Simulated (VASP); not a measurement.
# AlN (Fm-3m) in VASP: a series of runs

The runs below take AlN through single point, with PBE, PBEsol.

Everything below comes from runs of VASP 6.6.1. Logs are shortened: lines on timing, memory, paths and dates and some standing lists are left out, and cuts for length are marked.

### 1 The cell of the first run

Symmetry: Fm-3m, No. 225, cubic system. The conventional cell has a = 4.145 Å, b = 4.145 Å, c = 4.145 Å, α = 90.00°, β = 90.00°, γ = 90.00°. Within 2.7 Å of Al (site symmetry m-3m) lie 6 N at 2.07 Å. Within 2.7 Å of N (site symmetry m-3m) lie 6 Al at 2.07 Å.

### 2 Single point, PBE (strained)

INCAR

```
  ALGO = Normal
  EDIFF = 1E-6
  ENCUT = 520
  GGA = PE
  ISIF = 2
  ISMEAR = 0
  LASPH = True
  LCHARG = False
  LREAL = False
  LWAVE = False
  NBANDS = 11
  NELM = 80
  PREC = Accurate
  SIGMA = 0.02
```

KPOINTS

```
k-points
0
Gamma
  10 10 10
```

POSCAR

```
AlN
1.0
    0.0000000000      2.0726041770      2.0726041770
    2.0726041770      0.0000000000      2.0726041770
    2.0726041770      2.0726041770      0.0000000000
Al N
1 1
Direct
    0.5000000000      0.5000000000      0.5000000000
    0.0000000000      0.0000000000      0.0000000000
```

Potentials or basis: VASP PAW PBE potentials, release 64 (Al, N).

Started as:

```console
> cat potpaw_PBE.64/Al/POTCAR potpaw_PBE.64/N/POTCAR > POTCAR
> mpirun -np 1 vasp_std > vasp.out
```

OUTCAR:

```text
EDIFF = 1E-6
   ENCUT = 520
   GGA = PE
   ISIF = 2
   ISMEAR = 0
   LASPH = True
   LREAL = False
   NELM = 80
   PREC = Accurate

 ion  position               nearest neighbor table
   1  0.500  0.500  0.500-   2 2.07   2 2.07   2 2.07   2 2.07   2 2.07   2 2.07
   2  0.000  0.000  0.000-   1 2.07   1 2.07   1 2.07   1 2.07   1 2.07   1 2.07

  LATTYP: Found a face centered cubic cell.
 ALAT       =     4.1452083540

  Lattice vectors:

 A1 = (   0.0000000000,   2.0726041770,   2.0726041770)
 A2 = (   2.0726041770,   0.0000000000,   2.0726041770)
 A3 = (   2.0726041770,   2.0726041770,   0.0000000000)

Analysis of symmetry for initial positions (statically):
=====================================================================
 Subroutine PRICEL returns:
 Original cell was already a primitive cell.

 Routine SETGRP: Setting up the symmetry group for a
 face centered cubic supercell.

 Subroutine GETGRP returns: Found 48 space group operations
 (whereof 48 operations were pure point group operations)
 out of a pool of 48 trial point group operations.

The static configuration has the point symmetry O_h .

Analysis of symmetry for dynamics (positions and initial velocities):
=====================================================================
 Subroutine PRICEL returns:
 Original cell was already a primitive cell.

 Routine SETGRP: Setting up the symmetry group for a
 face centered cubic supercell.

 Subroutine GETGRP returns: Found 48 space group operations
 (whereof 48 operations were pure point group operations)
 out of a pool of 48 trial point group operations.

The dynamic configuration has the point symmetry O_h .

 Subroutine INISYM returns: Found 48 space group operations
 (whereof 48 operations are pure point group operations),
 and found     1 'primitive' translations

----------------------------------------------------------------------------------------

                                     Primitive cell

  volume of cell :      17.8065

  direct lattice vectors                    reciprocal lattice vectors
     0.000000000  2.072604177  2.072604177    -0.241242397  0.241242397  0.241242397
     2.072604177  0.000000000  2.072604177     0.241242397 -0.241242397  0.241242397
     2.072604177  2.072604177  0.000000000     0.241242397  0.241242397 -0.241242397

  length of vectors
     2.931104937  2.931104937  2.931104937     0.417844089  0.417844089  0.417844089

  position of ions in fractional coordinates (direct lattice)
     0.500000000  0.500000000  0.500000000
     0.000000000  0.000000000  0.000000000

  ion indices of the primitive-cell ions
   primitive index   ion index
                 1           1
                 2           2

----------------------------------------------------------------------------------------

 KPOINTS: k-points

Automatic generation of k-mesh.
 Grid dimensions read from file:
 generate k-points for:   10   10   10

 Generating k-lattice:

  Cartesian coordinates                     Fractional coordinates (reciprocal lattice)
    -0.024124240  0.024124240  0.024124240     0.100000000  0.000000000  0.000000000
     0.024124240 -0.024124240  0.024124240     0.000000000  0.100000000  0.000000000
     0.024124240  0.024124240 -0.024124240     0.000000000  0.000000000  0.100000000

  Length of vectors
     0.041784409  0.041784409  0.041784409

  Shift w.r.t. Gamma in fractional coordinates (k-lattice)
     0.000000000  0.000000000  0.000000000

 Subroutine IBZKPT returns following result:
 ===========================================

 Found     47 irreducible k-points:

 Following reciprocal coordinates:
            Coordinates               Weight
  0.000000  0.000000  0.000000      1.000000
  0.100000  0.000000  0.000000      8.000000
  0.200000  0.000000  0.000000      8.000000
  0.300000  0.000000  0.000000      8.000000
  0.400000  0.000000  0.000000      8.000000
  0.500000  0.000000  0.000000      4.000000
[... 16 lines left out ...]
  0.300000  0.300000  0.000000      6.000000
  0.400000  0.300000  0.000000     24.000000
 [... further k-points ...]
   k-points           NKPTS =     47   k-points in BZ     NKDIM =     47   number of bands    NBANDS=     11
   number of dos      NEDOS =    301   number of ions     NIONS =      2
   total plane-waves  NPLWV =  13824
   dimension x,y,z NGX =    24 NGY =   24 NGZ =   24
   dimension x,y,z NGXF=    48 NGYF=   48 NGZF=   48
   ions per type =               1   1
   NGX,Y,Z   is equivalent  to a cutoff of  13.61, 13.61, 13.61 a.u.
   NGXF,Y,Z  is equivalent  to a cutoff of  27.22, 27.22, 27.22 a.u.
 SYSTEM =  unknown system
   PREC   = accura    normal or accurate (medium, high low for compatibility)
   ISTART =      0    job   : 0-new  1-cont  2-samecut
   ICHARG =      2    charge: 1-file 2-atom 10-const
   ISPIN  =      1    spin polarized calculation?
   LNONCOLLINEAR =      F non collinear calculations
   LSORBIT =      F    spin-orbit coupling
   LASPH  =      T    aspherical Exc in radial PAW
   ENCUT  =  520.0 eV  38.22 Ry    6.18 a.u.   5.45  5.45  5.45*2*pi/ulx,y,z
   NELM   =     80;   NELMIN=  2; NELMDL= -5     # of ELM steps
   EDIFF  = 0.1E-05   stopping-criterion for ELM
   LREAL  =      F    real-space projection
   EDIFFG = 0.1E-04   stopping-criterion for IOM
   NSW    =      0    number of steps for IOM
   IBRION =     -1    ionic relax: 0-MD 1-quasi-New 2-CG
   NFREE  =      0    steps in history (QN), initial steepest desc. (CG)
   ISIF   =      2    stress and relaxation
   ISYM   =      2    0-nonsym 1-usesym 2-fastsym
   POTIM  = 0.5000    time-step for ionic-motion
   TEBEG  =    0.0;   TEEND  =   0.0 temperature during run
   PSTRESS=    0.0 pullay stress
   NELECT =       8.0000    total number of electrons
   NUPDOWN=      -1.0000    fix difference up-down
   EMIN   =  10.00;   EMAX   =-10.00  energy-range for DOS
   EFERMI =   0.00;   METHOD = LEGACY
   ISMEAR =     0;   SIGMA  =   0.02  broadening in eV -4-tet -1-fermi 0-gaus
   EFERMI_NEDOS =   21; number of points for ismear=-14 and -15
   IALGO  =     38    algorithm
   IMIX   =      4    mixing-type and parameters
     AMIX     =   0.40;   BMIX     =  1.00
     AMIX_MAG =   1.60;   BMIX_MAG =  1.00
  volume/ion in A,a.u.               =       8.90        60.08
  Fermi-wavevector in a.u.,A,eV,Ry     =   1.253849  2.369430 21.390216  1.572137
  Thomas-Fermi vector in A             =   2.387682
   LORBIT       =      0    0 simple, 1 ext, 2 COOP (PROOUT), +10 PAW based schemes
   GGA     = PE    functional components
   LHFCALC =     F    Hartree Fock is set to
   AEXX    =    0.0000 exact exchange contribution
   IVDW    =     0    specifies the selected vdW correction
   LEPSILON=     F    determine dielectric tensor
   LRPA    =     F    only Hartree local field effects (RPA)
 non-spin polarized calculation
 Gauss-broadening in eV      SIGMA  =   0.02
  energy-cutoff  :      520.00
  volume of cell :       17.81
 maximum number of plane-waves:       531
 NGX is ok and might be reduce to    24
   NGX = 11   NGY = 11   NGZ = 11

 number of electron       8.0000002 magnetization

 Free energy of the ion-electron system (eV)
  ---------------------------------------------------
  ext. energy  EPLUGINS =         0.00000000
  ---------------------------------------------------
  free energy    TOTEN  =       -14.50713362 eV

  energy without entropy =      -14.50713362  energy(sigma->0) =      -14.50713362

 E-fermi :   9.1671     XC(G=0): -11.9405

 val. band max:        9.0242510485   @ k =   0.0000   0.0000   0.0000
 cond. band min:      12.9330435904   @ k =   0.5000   0.5000   0.0000
 fundamental gap:      3.9087925419
 Fermi energy:         9.1670698583

 k-point     1 :       0.0000    0.0000    0.0000
  band No.  band energies     occupation
      1      -7.8707      2.00000
      2       9.0243      2.00000
      3       9.0243      2.00000
      4       9.0243      2.00000
      5      13.6651      0.00000
      6      20.9467      0.00000
      7      20.9467      0.00000
      8      20.9467      0.00000
      9      25.8904      0.00000
     10      26.2682      0.00000
     11      26.2682      0.00000

 k-point     2 :       0.1000    0.0000    0.0000
  band No.  band energies     occupation
      1      -7.6796      2.00000
      2       8.0043      2.00000
      3       8.9177      2.00000
      4       8.9177      2.00000
      5      14.3467      0.00000
      6      20.0354      0.00000
      7      21.2034      0.00000
      8      21.2034      0.00000
      9      24.4793      0.00000
     10      24.4793      0.00000
     11      26.2333      0.00000

 k-point     3 :       0.2000    0.0000    0.0000
  band No.  band energies     occupation
      1      -7.1264      2.00000
      2       5.9497      2.00000
      3       8.6580      2.00000
      4       8.6580      2.00000
      5      15.1616      0.00000
      6      19.3507      0.00000
      7      21.1957      0.00000
      8      21.1957      0.00000
      9      24.0240      0.00000
     10      24.0240      0.00000
     11      25.5265      0.00000

 k-point     4 :       0.3000    0.0000    0.0000
  band No.  band energies     occupation
      1      -6.2849      2.00000
      2       3.7645      2.00000
      3       8.3692      2.00000
      4       8.3692      2.00000
      5      15.1248      0.00000
      6      19.9683      0.00000
      7      20.3539      0.00000
      8      20.3539      0.00000
      9      24.7953      0.00000
     10      25.5226      0.00000
     11      25.5226      0.00000
[... 239 lines left out ...]
 k-point    22 :      -0.2000    0.2000    0.0000
  band No.  band energies     occupation
      1      -6.0132      2.00000
      2       4.2416      2.00000
      3       6.3170      2.00000
      4       8.4386      2.00000
      5      16.9260      0.00000
      6      18.7044      0.00000
      7      19.0410      0.00000
      8      20.8220      0.00000
      9      23.6735      0.00000
     10      27.3838      0.00000
     11      28.3560      0.00000

 k-point    23 :       0.3000    0.3000    0.0000
  band No.  band energies     occupation
      1      -5.7893      2.00000
      2       4.4107      2.00000
      3       7.1471      2.00000
      4       7.1471      2.00000
      5      15.1291      0.00000
      6      15.7713      0.00000
      7      19.9408      0.00000
      8      23.7797      0.00000
      9      23.7797      0.00000
     10      28.8754      0.00000
     11      32.0233      0.00000

 k-point    24 :       0.4000    0.3000    0.0000
  band No.  band energies     occupation
      1      -5.1042      2.00000
      2       3.4695      2.00000
      3       6.4262      2.00000
      4       6.9076      2.00000
      5      14.5737      0.00000
      6      15.8204      0.00000
      7      20.4025      0.00000
      8      23.7107      0.00000
      9      24.3852      0.00000
     10      30.0424      0.00000
     11      32.7139      0.00000

 [... further k-points ...]

------------------------ aborting loop because EDIFF is reached ----------------------------------------

  FORCE on cell =-STRESS in cart. coord.  units (eV):
  Direction    XX          YY          ZZ          XY          YZ          ZX
  --------------------------------------------------------------------------------------
  -------------------------------------------------------------------------------------
  Total       -1.3922436     -1.3922436     -1.3922436      0.0000000      0.0000000     -0.0000000
  in kB     -125.2698902   -125.2698902   -125.2698902      0.0000000      0.0000000     -0.0000000
  external PRESSURE =    -125.2698902 kB  Pullay stress =       0.0000000 kB

 VOLUME and BASIS-vectors are now :
 -----------------------------------------------------------------------------
  energy-cutoff  :      520.00
  volume of cell :       17.81
      direct lattice vectors                 reciprocal lattice vectors
     0.000000000  2.072604177  2.072604177    -0.241242397  0.241242397  0.241242397
     2.072604177  0.000000000  2.072604177     0.241242397 -0.241242397  0.241242397
     2.072604177  2.072604177  0.000000000     0.241242397  0.241242397 -0.241242397

 POSITION                                       TOTAL-FORCE (eV/Angst)
 -----------------------------------------------------------------------------------
      2.07260      2.07260      2.07260        -0.000000     -0.000000     -0.000000
      0.00000      0.00000      0.00000         0.000000      0.000000      0.000000
 -----------------------------------------------------------------------------------
    total drift:                                0.000000     -0.000000     -0.000000

  FREE ENERGIE OF THE ION-ELECTRON SYSTEM (eV)
  ---------------------------------------------------
  free  energy   TOTEN  =       -14.5071336213 eV

  energy  without entropy=      -14.5071336213  energy(sigma->0) =      -14.50713362
```

It took 19 s on 1 thread of AMD EPYC 7R13, shared host; peak memory 0.11 GiB.

What came out:

* Free energy: -14.5071 eV
* Pressure: -12.5 GPa
* Band gap on the k mesh: 3.91 eV, indirect (least direct gap 4.64 eV)

Caveat: the cell differs from its parent crystal (strained).

[end of part 1 of 2]
